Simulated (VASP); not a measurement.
# Pt (P6_3/mmc) in VASP: single point with PBE

Aim: the single point of Pt with PBE.

Everything below comes from runs of VASP 6.6.1. Logs are shortened: lines on timing, memory, paths and dates and some standing lists are left out, and cuts for length are marked.

### Step 1. The cell of the first run

It takes space group P6_3/mmc (No. 194, hexagonal). Conventional cell: a = 2.761 Å, b = 2.761 Å, c = 4.792 Å, α = 90.00°, β = 90.00°, γ = 120.00°. Within 3.6 Å of Pt (site symmetry -6m2) lie 12 Pt at 2.76 to 2.88 Å.

This isn't the form of Pt at room conditions, which is fcc.

### Step 2. Single point, PBE

File INCAR:

```
  PREC = Accurate
  ENCUT = 500
  EDIFF = 1E-6
  ISMEAR = 1
  SIGMA = 0.1
  LREAL = F
  LASPH = T
  NELM = 120
  ALGO = Normal
  ISIF = 2
  LWAVE = F
  LCHARG = F
  GGA = PE
  NBANDS = 17
  GGA_COMPAT = F
```

File KPOINTS:

```
regular mesh
0
Gamma
  11 11 6
```

File POSCAR:

```
Pt
1.0
    2.7607000000      0.0000000000      0.0000000000
   -1.3803500000      2.3908363322      0.0000000000
    0.0000000000      0.0000000000      4.7921000000
Pt
2
Direct
    0.6666666667      0.3333333333      0.7500000000
    0.3333333333      0.6666666667      0.2500000000
```

Potentials or basis: VASP PAW PBE potentials, release 64 (Pt).

Launch:

```
> cat potpaw_PBE.64/Pt/POTCAR > POTCAR
> mpirun -np 1 vasp_std > vasp.out
```

OUTCAR:

```text
PREC = Accurate
   ENCUT = 500
   EDIFF = 1E-6
   ISMEAR = 1
   LREAL = F
   LASPH = T
   NELM = 120
   ISIF = 2
   GGA = PE

 ion  position               nearest neighbor table
   1  0.667  0.333  0.750-   2 2.88   2 2.88   2 2.88   2 2.88   2 2.88   2 2.88
   2  0.333  0.667  0.250-   1 2.88   1 2.88   1 2.88   1 2.88   1 2.88   1 2.88

  LATTYP: Found a hexagonal cell.
 ALAT       =     2.7607000000
 C/A-ratio  =     1.7358278697

  Lattice vectors:

 A1 = (   2.7607000000,   0.0000000000,   0.0000000000)
 A2 = (  -1.3803500000,   2.3908363322,   0.0000000000)
 A3 = (   0.0000000000,   0.0000000000,   4.7921000000)

Analysis of symmetry for initial positions (statically):
=====================================================================
 Subroutine PRICEL returns:
 Original cell was already a primitive cell.

 Routine SETGRP: Setting up the symmetry group for a
 hexagonal supercell.

 Subroutine GETGRP returns: Found 24 space group operations
 (whereof 12 operations were pure point group operations)
 out of a pool of 24 trial point group operations.

The static configuration has the point symmetry D_3d.
 The point group associated with its full space group is D_6h.

Analysis of symmetry for dynamics (positions and initial velocities):
=====================================================================
 Subroutine PRICEL returns:
 Original cell was already a primitive cell.

 Routine SETGRP: Setting up the symmetry group for a
 hexagonal supercell.

 Subroutine GETGRP returns: Found 24 space group operations
 (whereof 12 operations were pure point group operations)
 out of a pool of 24 trial point group operations.

The dynamic configuration has the point symmetry D_3d.
 The point group associated with its full space group is D_6h.

 Subroutine INISYM returns: Found 24 space group operations
 (whereof 12 operations are pure point group operations),
 and found     1 'primitive' translations

----------------------------------------------------------------------------------------

                                     Primitive cell

  volume of cell :      31.6297

  direct lattice vectors                    reciprocal lattice vectors
     2.760700000  0.000000000  0.000000000     0.362226971  0.209131839  0.000000000
    -1.380350000  2.390836332  0.000000000     0.000000000  0.418263679  0.000000000
     0.000000000  0.000000000  4.792100000     0.000000000  0.000000000  0.208676781

  length of vectors
     2.760700000  2.760700000  4.792100000     0.418263679  0.418263679  0.208676781

  position of ions in fractional coordinates (direct lattice)
     0.666666667  0.333333333  0.750000000
     0.333333333  0.666666667  0.250000000

  ion indices of the primitive-cell ions
   primitive index   ion index
                 1           1
                 2           2

----------------------------------------------------------------------------------------

 KPOINTS: regular mesh

Automatic generation of k-mesh.
 Grid dimensions read from file:
 generate k-points for:   11   11    6

 Generating k-lattice:

  Cartesian coordinates                     Fractional coordinates (reciprocal lattice)
     0.032929725  0.019011985  0.000000000     0.090909091  0.000000000  0.000000000
     0.000000000  0.038023971  0.000000000     0.000000000  0.090909091  0.000000000
     0.000000000  0.000000000  0.034779463     0.000000000  0.000000000  0.166666667

  Length of vectors
     0.038023971  0.038023971  0.034779463

  Shift w.r.t. Gamma in fractional coordinates (k-lattice)
     0.000000000  0.000000000  0.000000000

 Subroutine IBZKPT returns following result:
 ===========================================

 Found     64 irreducible k-points:

 Following reciprocal coordinates:
            Coordinates               Weight
  0.000000  0.000000  0.000000      1.000000
  0.090909  0.000000  0.000000      6.000000
  0.181818  0.000000  0.000000      6.000000
  0.272727  0.000000  0.000000      6.000000
  0.363636  0.000000  0.000000      6.000000
  0.454545 -0.000000  0.000000      6.000000
[... 16 lines left out ...]
  0.090909  0.090909  0.166667     12.000000
  0.181818  0.090909  0.166667     24.000000
 [... further k-points ...]
   k-points           NKPTS =     64   k-points in BZ     NKDIM =     64   number of bands    NBANDS=     17
   number of dos      NEDOS =    301   number of ions     NIONS =      2
   total plane-waves  NPLWV =  14400
   dimension x,y,z NGX =    20 NGY =   20 NGZ =   36
   dimension x,y,z NGXF=    40 NGYF=   40 NGZF=   72
   ions per type =               2
   NGX,Y,Z   is equivalent  to a cutoff of  12.04, 12.04, 12.49 a.u.
   NGXF,Y,Z  is equivalent  to a cutoff of  24.09, 24.09, 24.98 a.u.
 SYSTEM =  unknown system
   PREC   = accura    normal or accurate (medium, high low for compatibility)
   ISTART =      0    job   : 0-new  1-cont  2-samecut
   ICHARG =      2    charge: 1-file 2-atom 10-const
   ISPIN  =      1    spin polarized calculation?
   LNONCOLLINEAR =      F non collinear calculations
   LSORBIT =      F    spin-orbit coupling
   LASPH  =      T    aspherical Exc in radial PAW
   ENCUT  =  500.0 eV  36.75 Ry    6.06 a.u.   5.03  5.03  8.74*2*pi/ulx,y,z
   NELM   =    120;   NELMIN=  2; NELMDL= -5     # of ELM steps
   EDIFF  = 0.1E-05   stopping-criterion for ELM
   LREAL  =      F    real-space projection
   EDIFFG = 0.1E-04   stopping-criterion for IOM
   NSW    =      0    number of steps for IOM
   IBRION =     -1    ionic relax: 0-MD 1-quasi-New 2-CG
   NFREE  =      0    steps in history (QN), initial steepest desc. (CG)
   ISIF   =      2    stress and relaxation
   ISYM   =      2    0-nonsym 1-usesym 2-fastsym
   POTIM  = 0.5000    time-step for ionic-motion
   TEBEG  =    0.0;   TEEND  =   0.0 temperature during run
   PSTRESS=    0.0 pullay stress
   NELECT =      20.0000    total number of electrons
   NUPDOWN=      -1.0000    fix difference up-down
   EMIN   =  10.00;   EMAX   =-10.00  energy-range for DOS
   EFERMI =   0.00;   METHOD = LEGACY
   ISMEAR =     1;   SIGMA  =   0.10  broadening in eV -4-tet -1-fermi 0-gaus
   EFERMI_NEDOS =   21; number of points for ismear=-14 and -15
   IALGO  =     38    algorithm
   IMIX   =      4    mixing-type and parameters
     AMIX     =   0.40;   BMIX     =  1.00
     AMIX_MAG =   1.60;   BMIX_MAG =  1.00
  volume/ion in A,a.u.               =      15.81       106.72
  Fermi-wavevector in a.u.,A,eV,Ry     =   1.405141  2.655331 26.863625  1.974421
  Thomas-Fermi vector in A             =   2.527632
   LORBIT       =      0    0 simple, 1 ext, 2 COOP (PROOUT), +10 PAW based schemes
   GGA     = PE    functional components
   LHFCALC =     F    Hartree Fock is set to
   AEXX    =    0.0000 exact exchange contribution
   IVDW    =     0    specifies the selected vdW correction
   LEPSILON=     F    determine dielectric tensor
   LRPA    =     F    only Hartree local field effects (RPA)
 non-spin polarized calculation
 Methfessel and Paxton  Order N= 1 SIGMA  =   0.10
  energy-cutoff  :      500.00
  volume of cell :       31.63
 maximum number of plane-waves:       825
   NGX = 11   NGY = 11   NGZ = 17

 number of electron      19.9999999 magnetization

 Free energy of the ion-electron system (eV)
  ---------------------------------------------------
  ext. energy  EPLUGINS =         0.00000000
  ---------------------------------------------------
  free energy    TOTEN  =       -12.06672740 eV

  energy without entropy =      -12.06415552  energy(sigma->0) =      -12.06587011

 E-fermi :  10.3436     XC(G=0): -13.2008

 val. band max:       10.3412663780   @ k =   0.2727   0.0909   0.1667
 cond. band min:      10.3517976081   @ k =   0.2727   0.2727   0.5000
 fundamental gap:      0.0105312301
 Fermi energy:        10.3435731896

 k-point     1 :       0.0000    0.0000    0.0000
  band No.  band energies     occupation
      1       0.6776      2.00000
      2       3.3173      2.00000
      3       6.4324      2.00000
      4       6.9435      2.00000
      5       6.9435      2.00000
      6       7.3063      2.00000
[... 9 lines left out ...]
     16      27.6320      0.00000
     17      31.4028      0.00000

 k-point     2 :       0.0909    0.0000    0.0000
  band No.  band energies     occupation
      1       0.9751      2.00000
      2       3.5886      2.00000
      3       6.3888      2.00000
      4       6.9441      2.00000
      5       7.1709      2.00000
      6       7.1747      2.00000
[... 9 lines left out ...]
     16      27.9379      0.00000
     17      29.9331      0.00000

 k-point     3 :       0.1818    0.0000    0.0000
  band No.  band energies     occupation
      1       1.8036      2.00000
      2       4.2378      2.00000
      3       6.1671      2.00000
      4       6.7376      2.00000
      5       6.8550      2.00000
      6       7.4263      2.00000
[... 9 lines left out ...]
     16      27.9099      0.00000
     17      28.1191      0.00000

 k-point     4 :       0.2727    0.0000    0.0000
  band No.  band energies     occupation
      1       2.9099      2.00000
      2       4.5375      2.00000
      3       5.8247      2.00000
      4       6.3540      2.00000
      5       6.5802      2.00000
      6       7.6500      2.00000
[... 9 lines left out ...]
     16      26.0807      0.00000
     17      28.3559      0.00000
[... 343 lines left out ...]
      1       3.8135      2.00000
      2       4.0547      2.00000
      3       5.0653      2.00000
      4       6.0860      2.00000
      5       7.4325      2.00000
      6       7.5532      2.00000
[... 9 lines left out ...]
     16      23.0549      0.00000
     17      24.0815      0.00000

 k-point    23 :       0.0909    0.0909    0.1667
  band No.  band energies     occupation
      1       1.7631      2.00000
      2       4.0649      2.00000
      3       6.2284      2.00000
      4       6.5853      2.00000
      5       6.8082      2.00000
      6       7.3018      2.00000
[... 9 lines left out ...]
     16      27.3116      0.00000
     17      27.9542      0.00000

 k-point    24 :       0.1818    0.0909    0.1667
  band No.  band energies     occupation
      1       2.7328      2.00000
      2       4.7509      2.00000
      3       5.8888      2.00000
      4       6.0254      2.00000
      5       6.5991      2.00000
      6       7.1623      2.00000
[... 9 lines left out ...]
     16      26.8537      0.00000
     17      27.7799      0.00000

 [... further k-points ...]

------------------------ aborting loop because EDIFF is reached ----------------------------------------

  FORCE on cell =-STRESS in cart. coord.  units (eV):
  Direction    XX          YY          ZZ          XY          YZ          ZX
  --------------------------------------------------------------------------------------
  -------------------------------------------------------------------------------------
  Total       -0.1661368     -0.1661368     -0.3759428     -0.0000000      0.0000000      0.0000000
  in kB       -8.4155325     -8.4155325    -19.0430879     -0.0000000      0.0000000      0.0000000
  external PRESSURE =     -11.9580510 kB  Pullay stress =       0.0000000 kB

 VOLUME and BASIS-vectors are now :
 -----------------------------------------------------------------------------
  energy-cutoff  :      500.00
  volume of cell :       31.63
      direct lattice vectors                 reciprocal lattice vectors
     2.760700000  0.000000000  0.000000000     0.362226971  0.209131839  0.000000000
    -1.380350000  2.390836332  0.000000000     0.000000000  0.418263679  0.000000000
     0.000000000  0.000000000  4.792100000     0.000000000  0.000000000  0.208676781

 POSITION                                       TOTAL-FORCE (eV/Angst)
 -----------------------------------------------------------------------------------
      1.38035      0.79695      3.59407         0.000000      0.000000      0.000000
     -0.00000      1.59389      1.19802        -0.000000     -0.000000      0.000000
 -----------------------------------------------------------------------------------
    total drift:                               -0.000000      0.000000     -0.000000

  FREE ENERGIE OF THE ION-ELECTRON SYSTEM (eV)
  ---------------------------------------------------
  free  energy   TOTEN  =       -12.0667274049 eV

  energy  without entropy=      -12.0641555228  energy(sigma->0) =      -12.06587011
```

Run time: 25 s. Hardware: 1 thread of Intel Xeon Platinum 8259CL at 2.50GHz (Skylake/Cascade Lake), shared host; peak memory 0.15 GiB.

What came out:

```yaml
Free_energy: -12.0667 eV
Pressure: -1.2 GPa
Band_gap_on_the_k_mesh: zero (bands 10 and 11 overlap by 1.18 eV)
```

Caveat: spin-orbit coupling is left out, which moves the levels of the heavy elements.
